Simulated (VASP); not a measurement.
# In (C2/m) in VASP: single point with BLYP

Aim: the single point of In with BLYP.

Everything below comes from runs of VASP 6.6.1. Logs are shortened: lines on timing, memory, paths and dates and some standing lists are left out, and cuts for length are marked.

### Step 1. The cell of the first run

The structure is monoclinic, space group C2/m (No. 12). The conventional cell has a = 4.827 Å, b = 4.820 Å, c = 3.568 Å, α = 90.00°, β = 131.51°, γ = 90.00°. In (site symmetry 2/m) has 12 In at 3.41 to 3.63 Å within 4.5 Å.

### Step 2. Single point, BLYP, non-collinear spin, zero start, spin-orbit coupling

INCAR reads:

```
SYSTEM = In
PREC = Accurate
ENCUT = 520
EDIFF = 1E-6
ISMEAR = -1
SIGMA = 0.1
LREAL = .False.
LASPH = .True.
NELM = 150
ALGO = Normal
ISIF = 2
LWAVE = .False.
LCHARG = .False.
LNONCOLLINEAR = .True.
MAGMOM = 0 0 0
LORBIT = 11
LSORBIT = .True.
GGA_COMPAT = .False.
LORBMOM = .True.
GGA = B5
ALDAX = 1.0
AGGAX = 1.0
AGGAC = 1.0
ALDAC = 0.0
NBANDS = 24
```

KPOINTS reads:

```
regular mesh
0
Gamma
  11 11 13
  0 0 0
```

POSCAR reads:

```
In
1.0
   -1.6871635781      1.7212098341      2.6724747020
    1.7212098341     -1.6871635781      2.6724747020
    1.6895833568      1.6895833568     -2.6501028834
In
1
Direct
    0.0000000000      0.0000000000      0.0000000000
```

Potentials or basis: VASP PAW PBE potentials, release 64 (In_d).

Run with:

```sh
> cat potpaw_PBE.64/In_d/POTCAR > POTCAR
> mpirun -np 1 vasp_ncl > vasp.out
```

OUTCAR:

```text
SYSTEM = In
   PREC = Accurate
   ENCUT = 520
   EDIFF = 1E-6
   ISMEAR = -1
   LREAL = .False.
   LASPH = .True.
   NELM = 150
   ISIF = 2
   LNONCOLLINEAR = .True.
   LORBIT = 11
   LSORBIT = .True.
   GGA = B5

 ion  position               nearest neighbor table
   1  0.000  0.000  0.000-

  Warning from LATTYP: Got some problem with cell dimensions!
  Tried to take original basis but could not verify dimensions!
  LATTYP: Found a base centered monoclinic cell.
 ALAT       =     4.8272194424
 B/A-ratio  =     0.9985392135
 C/A-ratio  =     0.7391942701
 COS(beta)  =    -0.6627235240

  Lattice vectors:

 A1 = (  -0.0024197787,  -3.4107931909,  -0.0223718186)
 A2 = (  -3.4107931909,  -0.0024197787,  -0.0223718186)
 A3 = (   1.6895833568,   1.6895833568,  -2.6501028834)

Analysis of symmetry for initial positions (statically):
=====================================================================
 Subroutine PRICEL returns:
 Original cell was already a primitive cell.

 Routine SETGRP: Setting up the symmetry group for a
 base centered monoclinic supercell.

 Subroutine GETGRP returns: Found  4 space group operations
 (whereof  4 operations were pure point group operations)
 out of a pool of  4 trial point group operations.

The static configuration has the point symmetry C_2h.

Analysis of symmetry for dynamics (positions and initial velocities):
=====================================================================
 Subroutine PRICEL returns:
 Original cell was already a primitive cell.

 Routine SETGRP: Setting up the symmetry group for a
 base centered monoclinic supercell.

 Subroutine GETGRP returns: Found  4 space group operations
 (whereof  4 operations were pure point group operations)
 out of a pool of  4 trial point group operations.

The dynamic configuration has the point symmetry C_2h.

Analysis of structural, dynamic, and magnetic symmetry:
=====================================================================
 Subroutine PRICEL returns:
 Original cell was already a primitive cell.

 Routine SETGRP: Setting up the symmetry group for a
 base centered monoclinic supercell.

 Subroutine GETGRP returns: Found  4 space group operations
 (whereof  4 operations were pure point group operations)
 out of a pool of  4 trial point group operations.

The overall configuration has the point symmetry C_2h.

 Subroutine INISYM returns: Found  4 space group operations
 (whereof  4 operations are pure point group operations),
[... 144 lines left out ...]
 E-fermi :   6.1488     XC(G=0):  -8.8775

 val. band max:        6.1367046956   @ k =  -0.3636   0.0909   0.3077
 cond. band min:       6.1511576371   @ k =   0.4545   0.2727   0.0769
 fundamental gap:      0.0144529415
 Fermi energy:         6.1488107120

 k-point     1 :       0.0000    0.0000    0.0000
  band No.  band energies     occupation
      1      -8.8545      1.00000
      2      -8.8545      1.00000
      3      -8.8439      1.00000
      4      -8.8439      1.00000
      5      -8.0452      1.00000
      6      -8.0452      1.00000
[... 637 lines left out ...]
     23      20.5648      0.00000
     24      20.5648      0.00000

 [... further k-points ...]
[... 5 lines left out ...]
  --------------------------------------------------------------------------------------
  -------------------------------------------------------------------------------------
  Total       -0.0267052     -0.0267052      0.0235803     -0.0132065      0.0016356      0.0016356
  in kB       -1.3763163     -1.3763163      1.2152660     -0.6806277      0.0842953      0.0842939
  external PRESSURE =      -0.5124555 kB  Pullay stress =       0.0000000 kB

 VOLUME and BASIS-vectors are now :
 -----------------------------------------------------------------------------
  energy-cutoff  :      520.00
  volume of cell :       31.09
      direct lattice vectors                 reciprocal lattice vectors
    -1.687163578  1.721209834  2.672474702    -0.001422163  0.291972920  0.185241760
     1.721209834 -1.687163578  2.672474702     0.291972920 -0.001422163  0.185241760
     1.689583357  1.689583357 -2.650102883     0.293003547  0.293003547 -0.003732748

 POSITION                                       TOTAL-FORCE (eV/Angst)
 -----------------------------------------------------------------------------------
      0.00000      0.00000      0.00000         0.000000      0.000000      0.000000
 -----------------------------------------------------------------------------------
    total drift:                                0.000000      0.000000      0.000000

  FREE ENERGIE OF THE ION-ELECTRON SYSTEM (eV)
  ---------------------------------------------------
  free  energy   TOTEN  =        -1.9087677020 eV

  energy  without entropy=       -1.8930986093  energy(sigma->0) =       -1.90093316

 orbital moment (x)

 # of ion     p       d       tot
 ----------------------------------------
  1         0.000  -0.000   0.000
 ----------------------------------------
            0.000  -0.000   0.000

 orbital moment (y)

 # of ion     p       d       tot
 ----------------------------------------
  1        -0.000   0.000  -0.000
 ----------------------------------------
           -0.000   0.000  -0.000

 orbital moment (z)

 # of ion     p       d       tot
 ----------------------------------------
  1         0.000   0.000   0.000
 ----------------------------------------
            0.000   0.000   0.000

 Spin-Orbit-Coupling matrix elements

 Ion:    1  E_soc:     -0.0715182
 l=   1
     0.0000000    -0.0055690    -0.0055775
    -0.0055690     0.0000000    -0.0055690
    -0.0055775    -0.0055690     0.0000000
 l=   2
     0.0000000    -0.0012784     0.0000000    -0.0012784    -0.0050956
    -0.0012784     0.0000000    -0.0038072    -0.0012647    -0.0012560
     0.0000000    -0.0038072     0.0000000    -0.0038072     0.0000000
    -0.0012784    -0.0012647    -0.0038072     0.0000000    -0.0012560
    -0.0050956    -0.0012560     0.0000000    -0.0012560     0.0000000
 l=   3
     0.0000000     0.0000000     0.0000000     0.0000000     0.0000000     0.0000000     0.0000000
     0.0000000     0.0000000     0.0000000     0.0000000     0.0000000     0.0000000     0.0000000
     0.0000000     0.0000000     0.0000000     0.0000000     0.0000000     0.0000000     0.0000000
     0.0000000     0.0000000     0.0000000     0.0000000     0.0000000     0.0000000     0.0000000
     0.0000000     0.0000000     0.0000000     0.0000000     0.0000000     0.0000000     0.0000000
     0.0000000     0.0000000     0.0000000     0.0000000     0.0000000     0.0000000     0.0000000
     0.0000000     0.0000000     0.0000000     0.0000000     0.0000000     0.0000000     0.0000000

 total charge

# of ion       s       p       d       tot
------------------------------------------
    1        1.052   0.419   9.843  11.314

 magnetization (x)

# of ion       s       p       d       tot
------------------------------------------
    1        0.000  -0.000   0.000   0.000

 magnetization (y)

# of ion       s       p       d       tot
------------------------------------------
    1       -0.000   0.000  -0.000  -0.000

 magnetization (z)

# of ion       s       p       d       tot
------------------------------------------
    1        0.000   0.000   0.000   0.000
```

OSZICAR:

```text
N       E                     dE             d eps       ncg     rms          rms(c)
DAV:   1     0.113845017775E+03    0.11385E+03   -0.60483E+03 20920   0.140E+03
DAV:   2     0.841859189694E+01   -0.10543E+03   -0.10191E+03 21696   0.348E+02
DAV:   3    -0.157085436579E+01   -0.99894E+01   -0.99320E+01 24824   0.112E+02
DAV:   4    -0.191426640313E+01   -0.34341E+00   -0.34325E+00 26064   0.224E+01
DAV:   5    -0.193595836454E+01   -0.21692E-01   -0.21691E-01 32232   0.458E+00    0.175E+00
DAV:   6    -0.191180247083E+01    0.24156E-01   -0.45690E-02 28120   0.422E+00    0.733E-01
DAV:   7    -0.190885320017E+01    0.29493E-02   -0.10069E-02 29968   0.169E+00    0.305E-01
DAV:   8    -0.190877269011E+01    0.80510E-04   -0.39568E-04 23960   0.248E-01    0.146E-01
DAV:   9    -0.190875880057E+01    0.13890E-04   -0.18357E-04 23968   0.208E-01    0.169E-02
DAV:  10    -0.190876516475E+01   -0.63642E-05   -0.11931E-05 29848   0.503E-02    0.100E-02
DAV:  11    -0.190876757776E+01   -0.24130E-05   -0.23076E-06 19960   0.133E-02    0.352E-03
DAV:  12    -0.190876770204E+01   -0.12427E-06   -0.23741E-07 17432   0.742E-03
   1 F= -.19087677E+01 E0= -.19009332E+01  d E =-.156691E-01  mag=    -0.0000     0.0000     0.0000
```

stdout:

```text
POSCAR found type information on POSCAR In
 POSCAR found :  1 types and       1 ions
 scaLAPACK will be used
 -----------------------------------------------------------------------------
|                                                                             |
|                                                                             |
|     You enforced a specific xc type in the INCAR file but a different       |
|     I HOPE YOU KNOW WHAT YOU ARE DOING!                                     |
|                                                                             |
 -----------------------------------------------------------------------------

 LDA part: xc-table for (Slater(with rela. corr.)+VWN5), standard interpolation
 POSCAR, INCAR and KPOINTS ok, starting setup
 FFT: planning ... GRIDC
 FFT: planning ... GRID_SOFT
 FFT: planning ... GRID
 WAVECAR not read
 entering main loop
```

Wall time 23 min (1 thread of Oxide Virtual Turin-like, shared host); peak memory 0.52 GiB.

What came out:

| Property | Result |
| --- | --- |
| Free energy | -1.9088 eV |
| Pressure | -0.1 GPa |
| Net moment | 0.00 μB per cell |
| Valence electrons inside the program's atomic spheres | In 11.31 |

Moments on the atoms (μB; x, y, z):
```
In  0.00 0.00 0.00
```

Caveat: the PAW data sets were made with another functional, which shifts forces and pressure a little.
